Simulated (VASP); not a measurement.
# ZrNb3N (P-6m2) in VASP: notebook

The runs below take ZrNb3N through single point, with PBE.

Everything below comes from runs of VASP 6.6.1. Logs are shortened: lines on timing, memory, paths and dates and some standing lists are left out, and cuts for length are marked.

### Step 1. The cell of the first run

It takes space group P-6m2 (No. 187, hexagonal). Conventional cell: a = 3.462 Å, b = 3.462 Å, c = 7.428 Å, α = 90.00°, β = 90.00°, γ = 120.00°. Within 3.0 Å of Zr (site symmetry -6m2) lie 6 Nb at 2.30 Å. Within 3.0 Å of Nb (site symmetry 3m) lie 2 Nb at 2.29 to 2.57 Å and 3 Zr at 2.30 Å. Within 2.6 Å of Nb (site symmetry -6m2) lie 3 N at 2.00 Å and 2 Nb at 2.57 Å. N (site symmetry -6m2) has 3 Nb at 2.00 Å within 2.6 Å.

### Step 2. Single point, PBE

INCAR reads:

```
  PREC = Accurate
  ENCUT = 520
  EDIFF = 1E-7
  ISMEAR = 0
  SIGMA = 0.1
  LREAL = False
  LASPH = True
  NELM = 80
  ALGO = Normal
  ISIF = 2
  LWAVE = False
  LCHARG = False
  GGA = PE
  NBANDS = 36
```

KPOINTS reads:

```
Automatic mesh
0
Gamma
  6 6 4
```

POSCAR reads:

```
ZrNb3N
1.0
    3.4620661200      0.0000000000      0.0000000000
   -1.7310330600      2.9982372100      0.0000000000
    0.0000000000      0.0000000000      7.4282153800
Zr Nb N
1 3 1
Direct
    0.6666666700      0.3333333300      0.5000000000
    0.0000000000      0.0000000000      0.6541673400
    0.0000000000      0.0000000000      0.3458326600
    0.0000000000      0.0000000000      0.0000000000
    0.6666666700      0.3333333300      0.0000000000
```

Potentials or basis: VASP PAW PBE potentials, release 64 (Zr_sv, Nb_sv, N).

Command:

```sh
cat potpaw_PBE.64/Zr_sv/POTCAR potpaw_PBE.64/Nb_sv/POTCAR potpaw_PBE.64/N/POTCAR > POTCAR
mpirun -np 1 vasp_std > vasp.out
```

OUTCAR:

```text
PREC = Accurate
   ENCUT = 520
   EDIFF = 1E-7
   ISMEAR = 0
   LREAL = False
   LASPH = True
   NELM = 80
   ISIF = 2
   GGA = PE

 ion  position               nearest neighbor table
   1  0.667  0.333  0.500-   2 2.30   3 2.30   2 2.30   3 2.30   2 2.30   3 2.30
   2  0.000  0.000  0.654-   3 2.29   1 2.30   1 2.30   1 2.30   4 2.57
   3  0.000  0.000  0.346-   2 2.29   1 2.30   1 2.30   1 2.30   4 2.57
   4  0.000  0.000  0.000-   5 2.00   5 2.00   5 2.00   2 2.57   3 2.57
   5  0.667  0.333  0.000-   4 2.00   4 2.00   4 2.00

  LATTYP: Found a hexagonal cell.
 ALAT       =     3.4620661200
 C/A-ratio  =     2.1456018235

  Lattice vectors:

 A1 = (   3.4620661200,   0.0000000000,   0.0000000000)
 A2 = (  -1.7310330600,   2.9982372100,   0.0000000000)
 A3 = (   0.0000000000,   0.0000000000,   7.4282153800)

Analysis of symmetry for initial positions (statically):
=====================================================================
 Subroutine PRICEL returns:
 Original cell was already a primitive cell.

 Routine SETGRP: Setting up the symmetry group for a
 hexagonal supercell.

 Subroutine GETGRP returns: Found 12 space group operations
 (whereof 12 operations were pure point group operations)
 out of a pool of 24 trial point group operations.

The static configuration has the point symmetry D_3h.

Analysis of symmetry for dynamics (positions and initial velocities):
=====================================================================
 Subroutine PRICEL returns:
 Original cell was already a primitive cell.

 Routine SETGRP: Setting up the symmetry group for a
 hexagonal supercell.

 Subroutine GETGRP returns: Found 12 space group operations
 (whereof 12 operations were pure point group operations)
 out of a pool of 24 trial point group operations.

The dynamic configuration has the point symmetry D_3h.

 Subroutine INISYM returns: Found 12 space group operations
 (whereof 12 operations are pure point group operations),
 and found     1 'primitive' translations

----------------------------------------------------------------------------------------

                                     Primitive cell

  volume of cell :      77.1056

  direct lattice vectors                    reciprocal lattice vectors
     3.462066120  0.000000000  0.000000000     0.288844859  0.166764657  0.000000000
    -1.731033060  2.998237210  0.000000000     0.000000000  0.333529314  0.000000000
     0.000000000  0.000000000  7.428215380     0.000000000  0.000000000  0.134621837

  length of vectors
     3.462066120  3.462066120  7.428215380     0.333529314  0.333529314  0.134621837

  position of ions in fractional coordinates (direct lattice)
     0.666666670  0.333333330  0.500000000
     0.000000000  0.000000000  0.654167340
     0.000000000  0.000000000  0.345832660
     0.000000000  0.000000000  0.000000000
     0.666666670  0.333333330  0.000000000

  ion indices of the primitive-cell ions
   primitive index   ion index
                 1           1
                 2           2
                 3           3
                 4           4
                 5           5

----------------------------------------------------------------------------------------

 KPOINTS: Automatic mesh

Automatic generation of k-mesh.
 Grid dimensions read from file:
 generate k-points for:    6    6    4

 Generating k-lattice:

  Cartesian coordinates                     Fractional coordinates (reciprocal lattice)
     0.048140810  0.027794110  0.000000000     0.166666667  0.000000000  0.000000000
     0.000000000  0.055588219  0.000000000     0.000000000  0.166666667  0.000000000
     0.000000000  0.000000000  0.033655459     0.000000000  0.000000000  0.250000000

  Length of vectors
     0.055588219  0.055588219  0.033655459

  Shift w.r.t. Gamma in fractional coordinates (k-lattice)
     0.000000000  0.000000000  0.000000000

 Subroutine IBZKPT returns following result:
 ===========================================

 Found     21 irreducible k-points:

 Following reciprocal coordinates:
            Coordinates               Weight
  0.000000  0.000000  0.000000      1.000000
  0.166667 -0.000000  0.000000      6.000000
  0.333333 -0.000000  0.000000      6.000000
  0.500000 -0.000000  0.000000      3.000000
  0.166667  0.166667  0.000000      6.000000
  0.333333  0.166667  0.000000     12.000000
[... 13 lines left out ...]
  0.333333  0.166667  0.500000     12.000000
  0.333333  0.333333  0.500000      2.000000
   k-points           NKPTS =     21   k-points in BZ     NKDIM =     21   number of bands    NBANDS=     36
   number of dos      NEDOS =    301   number of ions     NIONS =      5
   total plane-waves  NPLWV =  43904
   dimension x,y,z NGX =    28 NGY =   28 NGZ =   56
   dimension x,y,z NGXF=    56 NGYF=   56 NGZF=  112
   ions per type =               1   3   1
   NGX,Y,Z   is equivalent  to a cutoff of  13.45, 13.45, 12.53 a.u.
   NGXF,Y,Z  is equivalent  to a cutoff of  26.89, 26.89, 25.07 a.u.
 SYSTEM =  unknown system
   PREC   = accura    normal or accurate (medium, high low for compatibility)
   ISTART =      0    job   : 0-new  1-cont  2-samecut
   ICHARG =      2    charge: 1-file 2-atom 10-const
   ISPIN  =      1    spin polarized calculation?
   LNONCOLLINEAR =      F non collinear calculations
   LSORBIT =      F    spin-orbit coupling
   LASPH  =      T    aspherical Exc in radial PAW
   ENCUT  =  520.0 eV  38.22 Ry    6.18 a.u.   6.44  6.44 13.81*2*pi/ulx,y,z
   NELM   =     80;   NELMIN=  2; NELMDL= -5     # of ELM steps
   EDIFF  = 0.1E-06   stopping-criterion for ELM
   LREAL  =      F    real-space projection
   EDIFFG = 0.1E-05   stopping-criterion for IOM
   NSW    =      0    number of steps for IOM
   IBRION =     -1    ionic relax: 0-MD 1-quasi-New 2-CG
   NFREE  =      0    steps in history (QN), initial steepest desc. (CG)
   ISIF   =      2    stress and relaxation
   ISYM   =      2    0-nonsym 1-usesym 2-fastsym
   POTIM  = 0.5000    time-step for ionic-motion
   TEBEG  =    0.0;   TEEND  =   0.0 temperature during run
   PSTRESS=    0.0 pullay stress
   NELECT =      56.0000    total number of electrons
   NUPDOWN=      -1.0000    fix difference up-down
   EMIN   =  10.00;   EMAX   =-10.00  energy-range for DOS
   EFERMI =   0.00;   METHOD = LEGACY
   ISMEAR =     0;   SIGMA  =   0.10  broadening in eV -4-tet -1-fermi 0-gaus
   EFERMI_NEDOS =   21; number of points for ismear=-14 and -15
   IALGO  =     38    algorithm
   IMIX   =      4    mixing-type and parameters
     AMIX     =   0.40;   BMIX     =  1.00
     AMIX_MAG =   1.60;   BMIX_MAG =  1.00
  volume/ion in A,a.u.               =      15.42       104.07
  Fermi-wavevector in a.u.,A,eV,Ry     =   1.471552  2.780830 29.462937  2.165465
  Thomas-Fermi vector in A             =   2.586674
   LORBIT       =      0    0 simple, 1 ext, 2 COOP (PROOUT), +10 PAW based schemes
   GGA     = PE    functional components
   LHFCALC =     F    Hartree Fock is set to
   AEXX    =    0.0000 exact exchange contribution
   IVDW    =     0    specifies the selected vdW correction
   LEPSILON=     F    determine dielectric tensor
   LRPA    =     F    only Hartree local field effects (RPA)
 non-spin polarized calculation
 Gauss-broadening in eV      SIGMA  =   0.10
  energy-cutoff  :      520.00
  volume of cell :       77.11
 maximum number of plane-waves:      2116
 NGX is ok and might be reduce to    28

 number of electron      55.9999999 magnetization

 Free energy of the ion-electron system (eV)
  ---------------------------------------------------
  ext. energy  EPLUGINS =         0.00000000
  ---------------------------------------------------
  free energy    TOTEN  =       -36.45327626 eV

  energy without entropy =      -36.42104584  energy(sigma->0) =      -36.43716105

 E-fermi :  11.4645     XC(G=0): -12.1735

 val. band max:       11.4636760314   @ k =   0.3333  -0.0000   0.5000
 cond. band min:      11.4684241617   @ k =   0.5000  -0.0000   0.2500
 fundamental gap:      0.0047481302
 Fermi energy:        11.4645250566

 k-point     1 :       0.0000    0.0000    0.0000
  band No.  band energies     occupation
      1     -43.8317      2.00000
      2     -43.4440      2.00000
      3     -42.7681      2.00000
      4     -36.1047      2.00000
      5     -20.7188      2.00000
      6     -20.2759      2.00000
[... 28 lines left out ...]
     35      15.5921      0.00000
     36      15.5921      0.00000

 k-point     2 :       0.1667   -0.0000    0.0000
  band No.  band energies     occupation
      1     -43.8229      2.00000
      2     -43.4133      2.00000
      3     -42.7597      2.00000
      4     -36.1615      2.00000
      5     -20.9235      2.00000
      6     -20.2635      2.00000
[... 28 lines left out ...]
     35      15.4843      0.00000
     36      15.5257      0.00000

 k-point     3 :       0.3333   -0.0000    0.0000
  band No.  band energies     occupation
      1     -43.8057      2.00000
      2     -43.3499      2.00000
      3     -42.7429      2.00000
      4     -36.2763      2.00000
      5     -21.1767      2.00000
      6     -20.2378      2.00000
[... 28 lines left out ...]
     35      15.0977      0.00000
     36      15.2703      0.00000
[... 625 lines left out ...]
 k-point    20 :       0.3333    0.1667    0.5000
  band No.  band energies     occupation
      1     -43.7844      2.00000
      2     -43.3439      2.00000
      3     -42.7202      2.00000
      4     -36.3340      2.00000
      5     -21.5141      2.00000
      6     -20.4008      2.00000
[... 28 lines left out ...]
     35      14.3287      0.00000
     36      15.0966      0.00000

 k-point    21 :       0.3333    0.3333    0.5000
  band No.  band energies     occupation
      1     -43.7808      2.00000
      2     -43.3268      2.00000
      3     -42.7160      2.00000
      4     -36.3626      2.00000
      5     -21.5335      2.00000
      6     -20.5410      2.00000
[... 28 lines left out ...]
     35      14.5200      0.00000
     36      14.9991      0.00000

------------------------ aborting loop because EDIFF is reached ----------------------------------------

  FORCE on cell =-STRESS in cart. coord.  units (eV):
  Direction    XX          YY          ZZ          XY          YZ          ZX
  --------------------------------------------------------------------------------------
  -------------------------------------------------------------------------------------
  Total       24.3522512     24.3522512     36.2457343      0.0000000      0.0000000      0.0000000
  in kB      506.0155481    506.0155483    753.1502928      0.0000000      0.0000000      0.0000000
  external PRESSURE =     588.3937964 kB  Pullay stress =       0.0000000 kB

 VOLUME and BASIS-vectors are now :
 -----------------------------------------------------------------------------
  energy-cutoff  :      520.00
  volume of cell :       77.11
      direct lattice vectors                 reciprocal lattice vectors
     3.462066120  0.000000000  0.000000000     0.288844859  0.166764657  0.000000000
    -1.731033060  2.998237210  0.000000000     0.000000000  0.333529314  0.000000000
     0.000000000  0.000000000  7.428215380     0.000000000  0.000000000  0.134621837

 POSITION                                       TOTAL-FORCE (eV/Angst)
 -----------------------------------------------------------------------------------
      1.73103      0.99941      3.71411         0.000000     -0.000000      0.000000
      0.00000      0.00000      4.85930        -0.000000     -0.000000     10.328366
      0.00000      0.00000      2.56892        -0.000000      0.000000    -10.328366
      0.00000      0.00000      0.00000        -0.000000     -0.000000      0.000000
      1.73103      0.99941      0.00000         0.000000     -0.000000      0.000000
 -----------------------------------------------------------------------------------
    total drift:                               -0.000037      0.000021      0.000000

  FREE ENERGIE OF THE ION-ELECTRON SYSTEM (eV)
  ---------------------------------------------------
  free  energy   TOTEN  =       -36.4532762565 eV

  energy  without entropy=      -36.4210458371  energy(sigma->0) =      -36.43716105
```

Wall time 34 s (1 thread of Intel Xeon 6975P-C (Granite Rapids), shared host); peak memory 0.22 GiB.

Results:

```
Free energy            : -36.4533 eV
Pressure               : 58.8 GPa
Largest force          : 10.328 eV/Å
Band gap on the k mesh : zero (band 28 reaches 11.54 eV, above the bottom of band 29 at 11.23 eV)
```

Forces in eV/Å, atoms in the order of the input:
```
Zr    0.000   0.000   0.000
Nb    0.000   0.000  10.328
Nb    0.000   0.000 -10.328
Nb    0.000   0.000   0.000
N     0.000   0.000   0.000
```

Stress tensor (GPa, compression positive):
```
50.60  0.00  0.00
 0.00 50.60  0.00
 0.00  0.00 75.32
```

Caveat: forces of over 1 eV/Å act on the atoms, so gaps and moduli don't describe the material at rest.

### Step 3. Single point, PBE

This run uses another cell than the first one: it holds 10 atoms, not 5.

INCAR reads:

```
ALGO = Normal
EDIFF = 1E-6
ENCUT = 520
GGA = PE
ISIF = 2
ISMEAR = 0
LASPH = T
LCHARG = T
LELF = T
LREAL = F
LVHAR = T
LWAVE = F
NBANDS = 67
NELM = 100
PREC = Accurate
SIGMA = 0.2
```

KPOINTS reads:

```
k-points
0
Gamma
  6 6 1
```

POSCAR reads:

```
ZrNb3N
1.0
    3.3603540718      0.0000000000      0.0000000000
   -1.6801770359      2.9101519919      0.0000000000
    0.0000000000      0.0000000000     19.7833808050
Zr Nb N
2 6 2
Direct
    0.6666666667      0.3333333333      0.2500000000
    0.6666666667      0.3333333333      0.7500000000
    0.0000000000      0.0000000000      0.3626115223
    0.0000000000      0.0000000000      0.8626115223
    1.0000000000      0.0000000000      0.1373884777
    0.0000000000      0.0000000000      0.6373884777
    0.0000000000      1.0000000000      0.5000000000
    0.0000000000      0.0000000000      0.0000000000
    0.6666666667      0.3333333333      0.5000000000
    0.6666666667      0.3333333333      1.0000000000
```

Potentials or basis: VASP PAW PBE potentials, release 64 (Zr_sv, Nb_sv, N).

Command:

```sh
cat potpaw_PBE.64/Zr_sv/POTCAR potpaw_PBE.64/Nb_sv/POTCAR potpaw_PBE.64/N/POTCAR > POTCAR
mpirun -np 1 vasp_std > vasp.out
```

OUTCAR:

```text
EDIFF = 1E-6
   ENCUT = 520
   GGA = PE
   ISIF = 2
   ISMEAR = 0
   LASPH = T
   LREAL = F
   NELM = 100
   PREC = Accurate

 ion  position               nearest neighbor table
   1  0.667  0.333  0.250-   3 2.95   5 2.95   3 2.95   5 2.95   3 2.95   5 2.95
   2  0.667  0.333  0.750-   4 2.95   6 2.95   4 2.95   6 2.95   4 2.95   6 2.95
   3  0.000  0.000  0.363-   7 2.72   1 2.95   1 2.95   1 2.95
   4  0.000  0.000  0.863-   8 2.72   2 2.95   2 2.95   2 2.95
   5  0.000  0.000  0.137-   8 2.72   1 2.95   1 2.95   1 2.95
   6  0.000  0.000  0.637-   7 2.72   2 2.95   2 2.95   2 2.95
   7  0.000  0.000  0.500-   9 1.94   9 1.94   9 1.94   3 2.72   6 2.72
[... 705 lines left out ...]

 VOLUME and BASIS-vectors are now :
 -----------------------------------------------------------------------------
  energy-cutoff  :      520.00
  volume of cell :      193.46
      direct lattice vectors                 reciprocal lattice vectors
     3.360354072  0.000000000  0.000000000     0.297587688  0.171812332  0.000000000
    -1.680177036  2.910151992  0.000000000     0.000000000  0.343624664  0.000000000
     0.000000000  0.000000000 19.783380805     0.000000000  0.000000000  0.050547478

 POSITION                                       TOTAL-FORCE (eV/Angst)
 -----------------------------------------------------------------------------------
      1.68018      0.97005      4.94585        -0.000000      0.000000      0.000000
      1.68018      0.97005     14.83754        -0.000000      0.000000      0.000000
      0.00000      0.00000      7.17368         0.000000     -0.000000     -0.014417
      0.00000      0.00000     17.06537         0.000000     -0.000000     -0.014417
      0.00000      0.00000      2.71801         0.000000     -0.000000      0.014417
      0.00000      0.00000     12.60970         0.000000     -0.000000      0.014417
      0.00000      0.00000      9.89169         0.000000     -0.000000      0.000000
      0.00000      0.00000      0.00000         0.000000     -0.000000      0.000000
      1.68018      0.97005      9.89169        -0.000000     -0.000000      0.000000
      1.68018      0.97005      0.00000         0.000000     -0.000000      0.000000
 -----------------------------------------------------------------------------------
    total drift:                               -0.000001      0.000001      0.000000

  FREE ENERGIE OF THE ION-ELECTRON SYSTEM (eV)
  ---------------------------------------------------
  free  energy   TOTEN  =       -90.5764293937 eV

  energy  without entropy=      -90.2284141803  energy(sigma->0) =      -90.40242179
```

It took 82 s on 1 thread of Intel Xeon 6975P-C (Granite Rapids), shared host; peak memory 0.37 GiB.

What came out:

```yaml
Free_energy: -90.5764 eV
Pressure: 0.1 GPa
Largest_force: 0.014 eV/Å
Band_gap_on_the_k_mesh: zero (band 56 reaches 8.81 eV, above the bottom of band 57 at 8.58 eV)
```

Forces in eV/Å, atoms in the order of the input:
```
Zr   0.000  0.000  0.000
Zr   0.000  0.000  0.000
Nb   0.000  0.000 -0.014
Nb   0.000  0.000 -0.014
Nb   0.000  0.000  0.014
Nb   0.000  0.000  0.014
Nb   0.000  0.000  0.000
Nb   0.000  0.000  0.000
N    0.000  0.000  0.000
N    0.000  0.000  0.000
```
